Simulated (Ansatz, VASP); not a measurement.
## Two plane-wave programs on Al

```xyz
4
Lattice="2.7240 0.0000 0.0000 -1.3620 2.3590 0.0000 0.0000 0.0000 8.9400" Properties=species:S:1:pos:R:3 pbc="T T T"
Al    0.0000    0.0000    0.0000
Al    0.0000    1.5727    2.2350
Al    0.0000    0.0000    4.4700
Al    1.3620    0.7863    6.7050
```

Alike in both runs: task single point; functional PBEsol; dispersion D3(BJ); k mesh 18 × 18 × 6; occupations gaussian, width 0.15 eV; no spin polarisation.

|  | VASP | Ansatz |
| --- | --- | --- |
| version | VASP 6.6.1 | Ansatz 0.2.0 |
| potentials or method | VASP PAW PBE potentials, release 64 (Al), cutoff 520 eV | scalar-relativistic, plane waves, PAW |
| valence electrons in the cell | 12 | 12 |

|  | VASP | Ansatz | Ansatz less VASP |
| --- | --- | --- | --- |
| gap on the k mesh at the Fermi level (eV) | none | none | - |
| pressure (GPa) | 9.1 | 9.0 | -0.15 |
| traceless stress, the component that is largest in VASP (GPa) | -0.09 | -0.09 | +0.003 |

VASP's potentials were made for PBE, not for PBEsol, and Ansatz warns of the same on its side. A gap of «none» marks a metal or a gap that the smearing closes.
